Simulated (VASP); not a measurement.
Here is a VASP 6.6.1 calculation.

File POSCAR:

```
Cs
1.0
   -3.0335000000      3.0335000000      3.0335000000
    3.0335000000     -3.0335000000      3.0335000000
    3.0335000000      3.0335000000     -3.0335000000
Cs
1
Direct
    0.0000000000      0.0000000000      0.0000000000
```

INCAR.step1

```
SYSTEM = Cs
ALGO     = Normal         ! electronic algorithm
EDIFF    = 1E-5           ! SCF threshold, eV
EDIFFG   = -0.005         ! ionic threshold
ENCUT    = 550            ! plane-wave cutoff, eV
GGA      = PE             ! functional
GGA_COMPAT= .False.      
IBRION   = 2              ! ionic algorithm
ISIF     = 3              ! what is computed and relaxed
ISMEAR   = -1             ! smearing method
LASPH    = .True.         ! aspherical terms in the spheres
LCHARG   = .False.        ! write CHGCAR
LREAL    = .False.        ! projectors in reciprocal space
LWAVE    = .True.         ! write WAVECAR
NELM     = 120            ! most SCF steps
NELMIN   = 4            
NSW      = 100            ! ionic steps
PREC     = Accurate       ! precision mode
SIGMA    = 0.05           ! smearing width, eV
```

The input INCAR.step2:

```
SYSTEM = Cs
ALGO     = Normal         ! electronic algorithm
EDIFF    = 1E-7           ! SCF threshold, eV
EDIFFG   = -0.02          ! ionic threshold
ENCUT    = 550            ! plane-wave cutoff, eV
GGA_COMPAT= .False.      
IBRION   = 2              ! ionic algorithm
ISIF     = 8              ! what is computed and relaxed
ISMEAR   = -1             ! smearing method
ISTART   = 1            
LASPH    = .True.         ! aspherical terms in the spheres
LCHARG   = .False.        ! write CHGCAR
LMIXTAU  = .True.       
LREAL    = .False.        ! projectors in reciprocal space
LWAVE    = .False.        ! write WAVECAR
METAGGA  = R2SCAN         ! meta-GGA
NELM     = 120            ! most SCF steps
NELMIN   = 4            
NSW      = 80             ! ionic steps
PREC     = Accurate       ! precision mode
SIGMA    = 0.05           ! smearing width, eV
```

KPOINTS

```
k-points
0
Gamma
  5 5 5
  0 0 0
```

Potentials or basis: VASP PAW PBE potentials, release 64 (Cs_sv).

Launch:

```console
$ cat potpaw_PBE.64/Cs_sv/POTCAR > POTCAR
$ cp INCAR.step1 INCAR
$ mpirun -np 1 vasp_std > vasp.out
$ cp INCAR.step2 INCAR
$ mpirun -np 1 vasp_std > vasp.out
```

Q: Predict the space group after relaxing (to 0.1 Å).

A: Im-3m (No. 229).

Q: What does it give for the relaxed volume?

A: 120.62 Å³/atom.

Q: Estimate the relaxed cell.

A: a = 5.391 Å, b = 5.391 Å, c = 5.391 Å, α = 109.47°, β = 109.47°, γ = 109.47°.

Q: Estimate the band gap on the k mesh.

A: Zero (an odd number of electrons rules out a gap without spin polarisation).

Step by step:
```
step  energy change (eV)  largest force (eV/Å)  pressure (GPa)  volume (Å³)
   1              0.0000                0.0000            0.19       111.66
   2             -0.0023                0.0000            0.15       113.86
   3             -0.0057                0.0000            0.02       120.62
```

Caveat: the PAW data sets were made with another functional, which shifts forces and pressure a little; spin-orbit coupling is left out, which moves the levels of the heavy elements. Zero-point motion and thermal expansion aren't in these numbers.
